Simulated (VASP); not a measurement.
# PbO (P4/nmm) in VASP: relaxation of cell and atoms with PBE+D4

Aim: the relaxation of cell and atoms of PbO with PBE+D4.

All numbers are computed with VASP 6.6.1; they aren't measurements. Logs are shortened: lines on timing, memory, paths and dates and some standing lists are left out, and cuts for length are marked.

**1. The cell of the first run**

Symmetry: P4/nmm, No. 129, tetragonal system. The conventional cell has a = 4.034 Å, b = 4.034 Å, c = 4.994 Å, α = 90.00°, β = 90.00°, γ = 90.00°. Pb (site symmetry 4mm) has 4 O at 2.34 Å within 3.1 Å. Within 3.1 Å of O (site symmetry -4m2) lie 4 Pb at 2.34 Å and 4 O at 2.85 Å.

**2. Relaxation of cell and atoms, PBE+D4**

INCAR

```
SYSTEM = PbO
PREC = Accurate ; ENCUT = 600
EDIFF = 1E-7 ; ISMEAR = -1
SIGMA = 0.02 ; LREAL = .FALSE.
LASPH = .TRUE. ; NELM = 60
ALGO = Normal ; ISIF = 3
LWAVE = .FALSE. ; LCHARG = .FALSE.
GGA = PE ; IVDW = 13
IBRION = 2 ; NSW = 80
EDIFFG = -0.005
```

KPOINTS

```
Automatic mesh
0
G
  6 6 6
  0 0 0
```

POSCAR

```
PbO
1.0
    4.0343675461      0.0000000000      0.0000000000
    0.0000000000      4.0343675461      0.0000000000
    0.0000000000      0.0000000000      4.9938698690
Pb O
2 2
Direct
    0.0000000000      0.5000000000      0.2377173507
    0.5000000000      0.0000000000      0.7622826493
    0.0000000000      0.0000000000      0.0000000000
    0.5000000000      0.5000000000      0.0000000000
```

Potentials or basis: VASP PAW PBE potentials, release 64 (Pb_d, O).

On the command line:

```sh
> cat potpaw_PBE.64/Pb_d/POTCAR potpaw_PBE.64/O/POTCAR > POTCAR
> mpirun -np 1 vasp_std > vasp.out
```

OUTCAR:

```text
SYSTEM = PbO
   PREC = Accurate
   ENCUT = 600
   EDIFF = 1E-7
   ISMEAR = -1
   LREAL = .FALSE.
   LASPH = .TRUE.
   NELM = 60
   ISIF = 3
   GGA = PE
   IVDW = 13
   IBRION = 2
   NSW = 80
   EDIFFG = -0.005

 ion  position               nearest neighbor table
   1  0.000  0.500  0.238-   3 2.34   4 2.34   3 2.34   4 2.34   2 3.71   2 3.71   2 3.71   2 3.71
                             2 3.87   2 3.87   2 3.87   2 3.87
   2  0.500  0.000  0.762-   3 2.34   4 2.34   4 2.34   3 2.34   1 3.71   1 3.71   1 3.71   1 3.71
                             1 3.87   1 3.87   1 3.87   1 3.87
   3  0.000  0.000  0.000-   1 2.34   2 2.34   1 2.34   2 2.34
   4  0.500  0.500  0.000-   1 2.34   2 2.34   2 2.34   1 2.34

  LATTYP: Found a simple tetragonal cell.
 ALAT       =     4.0343675461
 C/A-ratio  =     1.2378321538

  Lattice vectors:

 A1 = (   4.0343675461,   0.0000000000,   0.0000000000)
 A2 = (   0.0000000000,   4.0343675461,   0.0000000000)
 A3 = (   0.0000000000,   0.0000000000,   4.9938698690)

Analysis of symmetry for initial positions (statically):
=====================================================================
 Subroutine PRICEL returns:
 Original cell was already a primitive cell.

 Routine SETGRP: Setting up the symmetry group for a
 simple tetragonal supercell.

 Subroutine GETGRP returns: Found 16 space group operations
 (whereof  8 operations were pure point group operations)
 out of a pool of 16 trial point group operations.

The static configuration has the point symmetry D_2d.
 The point group associated with its full space group is D_4h.

Analysis of symmetry for dynamics (positions and initial velocities):
=====================================================================
 Subroutine PRICEL returns:
 Original cell was already a primitive cell.

 Routine SETGRP: Setting up the symmetry group for a
 simple tetragonal supercell.

 Subroutine GETGRP returns: Found 16 space group operations
 (whereof  8 operations were pure point group operations)
 out of a pool of 16 trial point group operations.

The dynamic configuration has the point symmetry D_2d.
 The point group associated with its full space group is D_4h.

 Subroutine INISYM returns: Found 16 space group operations
 (whereof  8 operations are pure point group operations),
 and found     1 'primitive' translations

----------------------------------------------------------------------------------------

                                     Primitive cell

  volume of cell :      81.2808

  direct lattice vectors                    reciprocal lattice vectors
     4.034367546  0.000000000  0.000000000     0.247870326  0.000000000  0.000000000
     0.000000000  4.034367546  0.000000000     0.000000000  0.247870326  0.000000000
     0.000000000  0.000000000  4.993869869     0.000000000  0.000000000  0.200245506

  length of vectors
     4.034367546  4.034367546  4.993869869     0.247870326  0.247870326  0.200245506

  position of ions in fractional coordinates (direct lattice)
     0.000000000  0.500000000  0.237717351
     0.500000000  0.000000000  0.762282649
     0.000000000  0.000000000  0.000000000
     0.500000000  0.500000000  0.000000000

  ion indices of the primitive-cell ions
   primitive index   ion index
                 1           1
                 2           2
                 3           3
                 4           4

----------------------------------------------------------------------------------------

 KPOINTS: Automatic mesh

Automatic generation of k-mesh.
 Grid dimensions read from file:
 generate k-points for:    6    6    6

 Generating k-lattice:

  Cartesian coordinates                     Fractional coordinates (reciprocal lattice)
     0.041311721  0.000000000  0.000000000     0.166666667  0.000000000  0.000000000
     0.000000000  0.041311721  0.000000000     0.000000000  0.166666667  0.000000000
     0.000000000  0.000000000  0.033374251     0.000000000  0.000000000  0.166666667

  Length of vectors
     0.041311721  0.041311721  0.033374251

  Shift w.r.t. Gamma in fractional coordinates (k-lattice)
     0.000000000  0.000000000  0.000000000

 Subroutine IBZKPT returns following result:
 ===========================================

 Found     40 irreducible k-points:

 Following reciprocal coordinates:
            Coordinates               Weight
  0.000000  0.000000  0.000000      1.000000
  0.166667  0.000000  0.000000      4.000000
  0.333333  0.000000  0.000000      4.000000
  0.500000  0.000000  0.000000      2.000000
  0.166667  0.166667  0.000000      4.000000
  0.333333  0.166667  0.000000      8.000000
[... 16 lines left out ...]
  0.333333  0.000000  0.333333      8.000000
  0.500000  0.000000  0.333333      4.000000
 [... further k-points ...]
   k-points           NKPTS =     40   k-points in BZ     NKDIM =     40   number of bands    NBANDS=     24
   number of dos      NEDOS =    301   number of ions     NIONS =      4
   total plane-waves  NPLWV =  40960
   dimension x,y,z NGX =    32 NGY =   32 NGZ =   40
   dimension x,y,z NGXF=    64 NGYF=   64 NGZF=   80
   ions per type =               2   2
   NGX,Y,Z   is equivalent  to a cutoff of  13.19, 13.19, 13.32 a.u.
   NGXF,Y,Z  is equivalent  to a cutoff of  26.37, 26.37, 26.63 a.u.
 SYSTEM =  PbO
   PREC   = accura    normal or accurate (medium, high low for compatibility)
   ISTART =      0    job   : 0-new  1-cont  2-samecut
   ICHARG =      2    charge: 1-file 2-atom 10-const
   ISPIN  =      1    spin polarized calculation?
   LNONCOLLINEAR =      F non collinear calculations
   LSORBIT =      F    spin-orbit coupling
   LASPH  =      T    aspherical Exc in radial PAW
   ENCUT  =  600.0 eV  44.10 Ry    6.64 a.u.   8.06  8.06  9.97*2*pi/ulx,y,z
   NELM   =     60;   NELMIN=  2; NELMDL= -5     # of ELM steps
   EDIFF  = 0.1E-06   stopping-criterion for ELM
   LREAL  =      F    real-space projection
   EDIFFG = -.5E-02   stopping-criterion for IOM
   NSW    =     80    number of steps for IOM
   IBRION =      2    ionic relax: 0-MD 1-quasi-New 2-CG
   NFREE  =      1    steps in history (QN), initial steepest desc. (CG)
   ISIF   =      3    stress and relaxation
   ISYM   =      2    0-nonsym 1-usesym 2-fastsym
   POTIM  = 0.5000    time-step for ionic-motion
   TEBEG  =    0.0;   TEEND  =   0.0 temperature during run
   PSTRESS=    0.0 pullay stress
   NELECT =      40.0000    total number of electrons
   NUPDOWN=      -1.0000    fix difference up-down
   EMIN   =  10.00;   EMAX   =-10.00  energy-range for DOS
   EFERMI =   0.00;   METHOD = LEGACY
   ISMEAR =    -1;   SIGMA  =   0.02  broadening in eV -4-tet -1-fermi 0-gaus
   EFERMI_NEDOS =   21; number of points for ismear=-14 and -15
   IALGO  =     38    algorithm
   IMIX   =      4    mixing-type and parameters
     AMIX     =   0.40;   BMIX     =  1.00
     AMIX_MAG =   1.60;   BMIX_MAG =  1.00
  volume/ion in A,a.u.               =      20.32       137.13
  Fermi-wavevector in a.u.,A,eV,Ry     =   1.292505  2.442480 22.729461  1.670568
  Thomas-Fermi vector in A             =   2.424208
   LORBIT       =      0    0 simple, 1 ext, 2 COOP (PROOUT), +10 PAW based schemes
   GGA     = PE    functional components
   LHFCALC =     F    Hartree Fock is set to
   AEXX    =    0.0000 exact exchange contribution
   IVDW    =    13    specifies the selected vdW correction
   LEPSILON=     F    determine dielectric tensor
   LRPA    =     F    only Hartree local field effects (RPA)
 conjugate gradient relaxation of ions
 non-spin polarized calculation
  energy-cutoff  :      600.00
  volume of cell :       81.28
 maximum number of plane-waves:      2752
   NGX = 17   NGY = 17   NGZ = 19

--------------------------------------- Ionic step        1  -------------------------------------------

 number of electron      40.0000013 magnetization

 Free energy of the ion-electron system (eV)
  ---------------------------------------------------
  ext. energy  EPLUGINS =         0.00000000
  ---------------------------------------------------
  free energy    TOTEN  =       -21.46863274 eV

  energy without entropy =      -21.46863274  energy(sigma->0) =      -21.46863274

------------------------ aborting loop because EDIFF is reached ----------------------------------------

  DFT-D4 for vdW energy calculation

  Edisp (eV):   -1.09024

  FORCE on cell =-STRESS in cart. coord.  units (eV):
  Direction    XX          YY          ZZ          XY          YZ          ZX
  --------------------------------------------------------------------------------------
  -------------------------------------------------------------------------------------
  Total       0.00439     0.00439    -0.04826     0.00000     0.00000     0.00000
  in kB       0.08648     0.08648    -0.95123     0.00000     0.00000     0.00000
  external pressure =       -0.26 kB  Pullay stress =        0.00 kB

 VOLUME and BASIS-vectors are now :
 -----------------------------------------------------------------------------
  energy-cutoff  :      600.00
  volume of cell :       81.28
      direct lattice vectors                 reciprocal lattice vectors
     4.034367546  0.000000000  0.000000000     0.247870326  0.000000000  0.000000000
     0.000000000  4.034367546  0.000000000     0.000000000  0.247870326  0.000000000
     0.000000000  0.000000000  4.993869869     0.000000000  0.000000000  0.200245506
[... 295 lines left out ...]
 POSITION                                       TOTAL-FORCE (eV/Angst)
 -----------------------------------------------------------------------------------
      0.00000      2.01665      1.18912         0.000000     -0.000000     -0.005538
      2.01665      0.00000      3.75061        -0.000000      0.000000      0.005538
      4.03330      0.00000      0.00000        -0.000000      0.000000     -0.000000
      2.01665      2.01665     -0.00000         0.000000     -0.000000     -0.000000
 -----------------------------------------------------------------------------------
    total drift:                                0.000000     -0.000000      0.000000

  FREE ENERGIE OF THE ION-ELECTRON SYSTEM (eV)
  ---------------------------------------------------
  free  energy   TOTEN  =       -22.5599177876 eV

  energy  without entropy=      -22.5599177876  energy(sigma->0) =      -22.55991779

--------------------------------------- Ionic step        9  -------------------------------------------

 number of electron      40.0000011 magnetization

 Free energy of the ion-electron system (eV)
  ---------------------------------------------------
  ext. energy  EPLUGINS =         0.00000000
  ---------------------------------------------------
  free energy    TOTEN  =       -21.45507346 eV

  energy without entropy =      -21.45507346  energy(sigma->0) =      -21.45507346

 E-fermi :   5.3163     XC(G=0):  -9.8138

 val. band max:        4.9098746541   @ k =   0.1667   0.0000   0.0000
 cond. band min:       6.1424353044   @ k =   0.5000   0.5000   0.0000
 fundamental gap:      1.2325606503
 Fermi energy:         5.3163425831

 k-point     1 :       0.0000    0.0000    0.0000
  band No.  band energies     occupation
      1     -13.1210      2.00000
      2     -12.6912      2.00000
      3     -11.0031      2.00000
      4     -11.0031      2.00000
      5     -10.9534      2.00000
      6     -10.9059      2.00000
[... 16 lines left out ...]
     23      10.4431      0.00000
     24      10.6677      0.00000
[... 598 lines left out ...]
      2     -12.8436      2.00000
      3     -10.9609      2.00000
      4     -10.9609      2.00000
      5     -10.8966      2.00000
      6     -10.8966      2.00000
[... 16 lines left out ...]
     23      11.1910      0.00000
     24      11.1910      0.00000

 [... further k-points ...]

------------------------ aborting loop because EDIFF is reached ----------------------------------------

  DFT-D4 for vdW energy calculation

  Edisp (eV):   -1.10493

  FORCE on cell =-STRESS in cart. coord.  units (eV):
  Direction    XX          YY          ZZ          XY          YZ          ZX
  --------------------------------------------------------------------------------------
  -------------------------------------------------------------------------------------
  Total      -0.01102    -0.01102     0.01838     0.00000     0.00000     0.00000
  in kB      -0.22014    -0.22014     0.36728     0.00000     0.00000     0.00000
  external pressure =       -0.02 kB  Pullay stress =        0.00 kB

 VOLUME and BASIS-vectors are now :
 -----------------------------------------------------------------------------
  energy-cutoff  :      600.00
  volume of cell :       80.17
      direct lattice vectors                 reciprocal lattice vectors
     4.040119568  0.000000000  0.000000000     0.247517427  0.000000000  0.000000000
     0.000000000  4.040119568  0.000000000     0.000000000  0.247517427 -0.000000000
     0.000000000  0.000000000  4.911786304     0.000000000 -0.000000000  0.203591919

 POSITION                                       TOTAL-FORCE (eV/Angst)
 -----------------------------------------------------------------------------------
      0.00000      2.02006      1.18553        -0.000000     -0.000000     -0.000133
      2.02006      0.00000      3.72625         0.000000      0.000000      0.000133
      0.00000      0.00000      0.00000        -0.000000     -0.000000      0.000000
      2.02006      2.02006      4.91179         0.000000      0.000000      0.000000
 -----------------------------------------------------------------------------------
    total drift:                                0.000000      0.000000      0.000000

  FREE ENERGIE OF THE ION-ELECTRON SYSTEM (eV)
  ---------------------------------------------------
  free  energy   TOTEN  =       -22.5599987227 eV

  energy  without entropy=      -22.5599987226  energy(sigma->0) =      -22.55999872

 reached required accuracy - stopping structural energy minimisation
```

Wall time 10 min (1 thread of AMD EPYC 7R43 (Zen 3), shared host); peak memory 0.21 GiB.

Results:

| Quantity | Value |
| --- | --- |
| Free energy | -22.5600 eV |
| Relaxed volume | 20.04 Å³/atom |
| Relaxed cell | a = 4.040 Å, b = 4.040 Å, c = 4.912 Å, α = 90.00°, β = 90.00°, γ = 90.00° |
| Space group after relaxing (to 0.1 Å) | P4/nmm (No. 129) |
| Energy gained by relaxing | 0.3 meV/atom |
| Ionic steps | 9 |
| Pressure after relaxing | 0.0 GPa |
| Band gap on the k mesh | 1.23 eV (least direct gap 2.12 eV) |
| Dispersion energy per atom | -0.276 eV |

Step by step:
| step | energy change (eV) | largest force (eV/Å) | pressure (GPa) | volume (Å³) |
| --- | --- | --- | --- | --- |
| 1 | 0.0000 | 0.0482 | -0.03 | 81.28 |
| 2 | -0.0002 | 0.0195 | -0.11 | 81.24 |
| 3 | -0.0003 | 0.0193 | -0.23 | 81.19 |
| 4 | -0.0004 | 0.0184 | -0.20 | 81.12 |
| 5 | -0.0006 | 0.0154 | -0.11 | 80.90 |
| 6 | -0.0008 | 0.0096 | 0.06 | 80.48 |
| 7 | -0.0009 | 0.0085 | 0.05 | 80.45 |
| 8 | -0.0010 | 0.0055 | 0.04 | 80.36 |
| 9 | -0.0011 | 0.0001 | 0.00 | 80.17 |

Final structure:
```cif
data_structure
_symmetry_space_group_name_H-M 'P 1'
_symmetry_Int_Tables_number 1
_cell_length_a 4.0401
_cell_length_b 4.0401
_cell_length_c 4.9118
_cell_angle_alpha 90.000
_cell_angle_beta 90.000
_cell_angle_gamma 90.000
_cell_volume 80.17
loop_
_atom_site_label
_atom_site_type_symbol
_atom_site_fract_x
_atom_site_fract_y
_atom_site_fract_z
_atom_site_occupancy
Pb1 Pb 0.00000 0.50000 0.24137 1
Pb2 Pb 0.50000 0.00000 0.75863 1
O1 O 0.00000 0.00000 0.00000 1
O2 O 0.50000 0.50000 0.00000 1
```

Levels at points of the mesh, in eV from the valence-band top:
| k point | band 16 | band 17 | band 18 | band 19 | band 20 | band 21 | band 22 | band 23 | band 24 |
| --- | --- | --- | --- | --- | --- | --- | --- | --- | --- |
| (0.00, 0.00, 0.00) | -4.03 | -1.50 | -1.50 | -1.50 | -0.01 | 2.48 | 5.53 | 5.53 | 5.76 |
| (0.50, 0.00, 0.00) | -2.90 | -2.80 | -2.80 | -1.47 | -1.47 | 3.50 | 3.50 | 6.60 | 6.64 |
| (0.50, 0.50, 0.00) | -3.10 | -1.48 | -1.48 | -0.89 | -0.89 | 1.23 | 1.23 | 5.41 | 5.41 |
| (0.00, 0.00, 0.50) | -3.84 | -1.56 | -1.53 | -1.53 | -0.67 | 1.97 | 3.93 | 3.93 | 4.10 |
| (0.50, 0.00, 0.50) | -3.46 | -2.75 | -2.75 | -0.82 | -0.82 | 3.21 | 3.21 | 6.19 | 6.19 |
| (0.50, 0.50, 0.50) | -3.62 | -2.15 | -2.15 | -0.89 | -0.89 | 3.56 | 3.56 | 4.96 | 4.96 |

Caveat: spin-orbit coupling is left out, which moves the levels of the heavy elements.
